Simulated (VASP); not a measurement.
# Zr2SiC2 (I4/mmm) in VASP: a series of runs

Runs on Zr2SiC2. Level: PBE. Tasks: single point.

Everything below comes from runs of VASP 6.6.1. Logs are shortened: lines on timing, memory, paths and dates and some standing lists are left out, and cuts for length are marked.

## Step 1: The cell of the first run

It takes space group I4/mmm (No. 139, tetragonal). Conventional cell: a = 4.601 Å, b = 4.601 Å, c = 7.358 Å, α = 90.00°, β = 90.00°, γ = 90.00°. Within 3.0 Å of Zr (site symmetry -4m2) lie 4 C at 2.30 Å and 4 Si at 2.95 Å. Within 2.5 Å of Si (site symmetry 4/mmm) lie 2 C at 1.90 Å. Within 2.5 Å of C (site symmetry 4mm) lie 1 Si at 1.90 Å and 4 Zr at 2.30 Å.

## Step 2: Single point, PBE

INCAR

```
SYSTEM = Zr2SiC2
PREC = Accurate
ENCUT = 520
EDIFF = 1E-6
ISMEAR = 0
SIGMA = 0.1
LREAL = .False.
LASPH = .True.
NELM = 60
ALGO = Normal
ISIF = 2
LWAVE = .False.
LCHARG = .False.
GGA = PE
NBANDS = 26
```

KPOINTS

```
regular mesh
0
Gamma
  6 6 6
  0 0 0
```

POSCAR

```
Zr2SiC2
1.0
   -2.3006652633      2.3006652633      3.6790790002
    2.3006652633     -2.3006652633      3.6790790002
    2.3006652633      2.3006652633     -3.6790790002
Zr Si C
2 1 2
Direct
    0.7500000000      0.2500000000      0.5000000000
    0.2500000000      0.7500000000      0.5000000000
    0.5000000000      0.5000000000      0.0000000000
    0.7578520458      0.7578520458      0.0000000000
    0.2421479542      0.2421479542      0.0000000000
```

Potentials or basis: VASP PAW PBE potentials, release 64 (Zr_sv, Si, C).

Started as:

```console
> cat potpaw_PBE.64/Zr_sv/POTCAR potpaw_PBE.64/Si/POTCAR potpaw_PBE.64/C/POTCAR > POTCAR
> mpirun -np 1 vasp_std > vasp.out
```

OUTCAR:

```text
SYSTEM = Zr2SiC2
   PREC = Accurate
   ENCUT = 520
   EDIFF = 1E-6
   ISMEAR = 0
   LREAL = .False.
   LASPH = .True.
   NELM = 60
   ISIF = 2
   GGA = PE

 ion  position               nearest neighbor table
   1  0.750  0.250  0.500-   4 2.30   5 2.30   4 2.30   5 2.30   3 2.95   3 2.95   3 2.95   3 2.95
                             2 3.25   2 3.25   2 3.25   2 3.25   2 3.68   2 3.68
   2  0.250  0.750  0.500-   4 2.30   5 2.30   4 2.30   5 2.30   3 2.95   3 2.95   3 2.95   3 2.95
                             1 3.25   1 3.25   1 3.25   1 3.25   1 3.68   1 3.68
   3  0.500  0.500  0.000-   4 1.90   5 1.90   1 2.95   2 2.95   2 2.95   1 2.95   1 2.95   2 2.95
                             2 2.95   1 2.95
   4  0.758  0.758  0.000-   3 1.90   2 2.30   1 2.30   1 2.30   2 2.30
   5  0.242  0.242  0.000-   3 1.90   2 2.30   1 2.30   1 2.30   2 2.30

  LATTYP: Found a body centered tetragonal cell.
 ALAT       =     4.6013305266
 C/A-ratio  =     1.5991370231

  Lattice vectors:

 A1 = (  -2.3006652633,   2.3006652633,   3.6790790002)
 A2 = (   2.3006652633,  -2.3006652633,   3.6790790002)
 A3 = (   2.3006652633,   2.3006652633,  -3.6790790002)

Analysis of symmetry for initial positions (statically):
=====================================================================
 Subroutine PRICEL returns:
 Original cell was already a primitive cell.

 Routine SETGRP: Setting up the symmetry group for a
 body centered tetragonal supercell.

 Subroutine GETGRP returns: Found 16 space group operations
 (whereof 16 operations were pure point group operations)
 out of a pool of 16 trial point group operations.

The static configuration has the point symmetry D_4h.

Analysis of symmetry for dynamics (positions and initial velocities):
=====================================================================
 Subroutine PRICEL returns:
 Original cell was already a primitive cell.

 Routine SETGRP: Setting up the symmetry group for a
 body centered tetragonal supercell.

 Subroutine GETGRP returns: Found 16 space group operations
 (whereof 16 operations were pure point group operations)
 out of a pool of 16 trial point group operations.

The dynamic configuration has the point symmetry D_4h.

 Subroutine INISYM returns: Found 16 space group operations
 (whereof 16 operations are pure point group operations),
 and found     1 'primitive' translations

----------------------------------------------------------------------------------------

                                     Primitive cell

  volume of cell :      77.8944

[... 98 lines left out ...]
   IBRION =     -1    ionic relax: 0-MD 1-quasi-New 2-CG
   NFREE  =      0    steps in history (QN), initial steepest desc. (CG)
   ISIF   =      2    stress and relaxation
   ISYM   =      2    0-nonsym 1-usesym 2-fastsym
   POTIM  = 0.5000    time-step for ionic-motion
   TEBEG  =    0.0;   TEEND  =   0.0 temperature during run
   PSTRESS=    0.0 pullay stress
   NELECT =      36.0000    total number of electrons
   NUPDOWN=      -1.0000    fix difference up-down
   EMIN   =  10.00;   EMAX   =-10.00  energy-range for DOS
   EFERMI =   0.00;   METHOD = LEGACY
   ISMEAR =     0;   SIGMA  =   0.10  broadening in eV -4-tet -1-fermi 0-gaus
   EFERMI_NEDOS =   21; number of points for ismear=-14 and -15
   IALGO  =     38    algorithm
   IMIX   =      4    mixing-type and parameters
     AMIX     =   0.40;   BMIX     =  1.00
     AMIX_MAG =   1.60;   BMIX_MAG =  1.00
  volume/ion in A,a.u.               =      15.58       105.13
  Fermi-wavevector in a.u.,A,eV,Ry     =   1.265728  2.391879 21.797445  1.602067
  Thomas-Fermi vector in A             =   2.398966
   LORBIT       =      0    0 simple, 1 ext, 2 COOP (PROOUT), +10 PAW based schemes
   GGA     = PE    functional components
   LHFCALC =     F    Hartree Fock is set to
   AEXX    =    0.0000 exact exchange contribution
   IVDW    =     0    specifies the selected vdW correction
   LEPSILON=     F    determine dielectric tensor
   LRPA    =     F    only Hartree local field effects (RPA)
 non-spin polarized calculation
 Gauss-broadening in eV      SIGMA  =   0.10
  energy-cutoff  :      520.00
  volume of cell :       77.89
 maximum number of plane-waves:      2118
 NGX is ok and might be reduce to    40
   NGX = 19   NGY = 19   NGZ = 19

 number of electron      35.9999999 magnetization

 Free energy of the ion-electron system (eV)
  ---------------------------------------------------
  ext. energy  EPLUGINS =         0.00000000
  ---------------------------------------------------
  free energy    TOTEN  =       -41.69920874 eV

  energy without entropy =      -41.69044318  energy(sigma->0) =      -41.69482596

 E-fermi :   7.8940     XC(G=0): -10.9513

 val. band max:        7.8769345826   @ k =  -0.3333   0.3333   0.3333
 cond. band min:       7.9139671122   @ k =   0.5000  -0.0000   0.0000
 fundamental gap:      0.0370325296
 Fermi energy:         7.8939927550

 k-point     1 :       0.0000    0.0000    0.0000
  band No.  band energies     occupation
      1     -40.7040      2.00000
      2     -40.6084      2.00000
      3     -18.9620      2.00000
      4     -18.9620      2.00000
      5     -18.8244      2.00000
      6     -18.7986      2.00000
[... 685 lines left out ...]
     25      12.5053      0.00000
     26      13.3156      0.00000

 [... further k-points ...]

------------------------ aborting loop because EDIFF is reached ----------------------------------------

  FORCE on cell =-STRESS in cart. coord.  units (eV):
  Direction    XX          YY          ZZ          XY          YZ          ZX
  --------------------------------------------------------------------------------------
  -------------------------------------------------------------------------------------
  Total        0.1426113      0.1426113      0.0310320      0.0000000     -0.0000000      0.0000000
  in kB        2.9333135      2.9333135      0.6382849      0.0000000     -0.0000000      0.0000000
  external PRESSURE =       2.1683040 kB  Pullay stress =       0.0000000 kB

 VOLUME and BASIS-vectors are now :
 -----------------------------------------------------------------------------
  energy-cutoff  :      520.00
  volume of cell :       77.89
      direct lattice vectors                 reciprocal lattice vectors
    -2.300665263  2.300665263  3.679079000     0.000000000  0.217328443  0.135903578
     2.300665263 -2.300665263  3.679079000     0.217328443  0.000000000  0.135903578
     2.300665263  2.300665263 -3.679079000     0.217328443  0.217328443  0.000000000

 POSITION                                       TOTAL-FORCE (eV/Angst)
 -----------------------------------------------------------------------------------
      0.00000      2.30067      1.83954         0.000000      0.000000      0.000000
      2.30067      0.00000      1.83954         0.000000      0.000000      0.000000
      0.00000      0.00000      3.67908         0.000000      0.000000      0.000000
      0.00000      0.00000      5.57640         0.000000      0.000000      0.018757
      0.00000      0.00000      1.78176        -0.000000     -0.000000     -0.018757
 -----------------------------------------------------------------------------------
    total drift:                                0.000000      0.000000     -0.000000

  FREE ENERGIE OF THE ION-ELECTRON SYSTEM (eV)
  ---------------------------------------------------
  free  energy   TOTEN  =       -41.6992087409 eV

  energy  without entropy=      -41.6904431788  energy(sigma->0) =      -41.69482596
```

It took 62 s on 1 thread of Intel Xeon Platinum 8375C at 2.90GHz (Ice Lake), shared host; peak memory 0.26 GiB.

Results:

```
Free energy            : -41.6992 eV
Pressure               : 0.2 GPa
Largest force          : 0.019 eV/Å
Band gap on the k mesh : zero (band 18 reaches 8.34 eV, above the bottom of band 19 at 7.15 eV)
```

Forces on the atoms (eV/Å):
```
Zr   0.000  0.000  0.000
Zr   0.000  0.000  0.000
Si   0.000  0.000  0.000
C    0.000  0.000  0.019
C    0.000  0.000 -0.019
```

## Step 3: Single point, PBE

This run uses another cell than the first one, of 16.64 Å³/atom, 1.068 times its volume.

INCAR

```
SYSTEM = Zr2SiC2
ALGO = Normal ; EDIFF = 1E-6
ENCUT = 520 ; GGA = PE
ISIF = 2 ; ISMEAR = 0
LASPH = .True. ; LCHARG = .True.
LELF = .True. ; LREAL = .False.
LVHAR = .True. ; LWAVE = .False.
NBANDS = 26 ; NELM = 80
PREC = Accurate ; SIGMA = 0.1
```

KPOINTS

```
k-points
0
Gamma
  6 6 6
  0 0 0
```

POSCAR

```
Zr2SiC2
1.0
   -2.1761664400      2.1761664400      4.3919681100
    2.1761664400     -2.1761664400      4.3919681100
    2.1761664400      2.1761664400     -4.3919681100
Zr Si C
2 1 2
Direct
    0.7500000000      0.2500000000      0.5000000000
    0.2500000000      0.7500000000      0.5000000000
    0.5000000000      0.5000000000      0.0000000000
    0.8393590900      0.8393590900      0.0000000000
    0.1606409100      0.1606409100      0.0000000000
```

Potentials or basis: VASP PAW PBE potentials, release 64 (Zr_sv, Si, C).

Started as:

```console
> cat potpaw_PBE.64/Zr_sv/POTCAR potpaw_PBE.64/Si/POTCAR potpaw_PBE.64/C/POTCAR > POTCAR
> mpirun -np 1 vasp_std > vasp.out
```

It took 66 s on 1 thread of Intel Xeon Platinum 8375C at 2.90GHz (Ice Lake), shared host; peak memory 0.27 GiB.

The run converged. Its results:

```
Free energy            : -38.6955 eV
Pressure               : -4.7 GPa
Largest force          : 1.649 eV/Å
Band gap on the k mesh : zero (band 18 reaches 7.03 eV, above the bottom of band 19 at 6.13 eV)
```

Forces on the atoms (eV/Å):
```
Zr   0.000  0.000  0.000
Zr   0.000  0.000  0.000
Si   0.000  0.000  0.000
C    0.000  0.000 -1.649
C    0.000  0.000  1.649
```

Stress tensor (GPa, compression positive):
```
 -0.53   0.00   0.00
  0.00  -0.53   0.00
  0.00   0.00 -12.90
```

Levels at points of the mesh, in eV from the Fermi level:
```csv
k point,band 15,band 16,band 17,band 18,band 19,band 20,band 21,band 22
"(0.00, 0.00, 0.00)",-2.48,-0.83,-0.49,-0.49,1.91,1.91,3.65,3.70
"(0.50, 0.00, 0.00)",-1.94,-1.47,-0.53,-0.35,-0.32,1.33,1.53,3.01
"(0.50, 0.50, 0.00)",-2.34,-1.67,-0.92,-0.86,-0.70,2.62,2.79,3.65
"(0.50, 0.50, 0.50)",-1.45,-0.87,-0.72,-0.71,0.16,0.88,0.88,1.21
```

Caveat: forces of over 1 eV/Å act on the atoms, so gaps and moduli don't describe the material at rest.
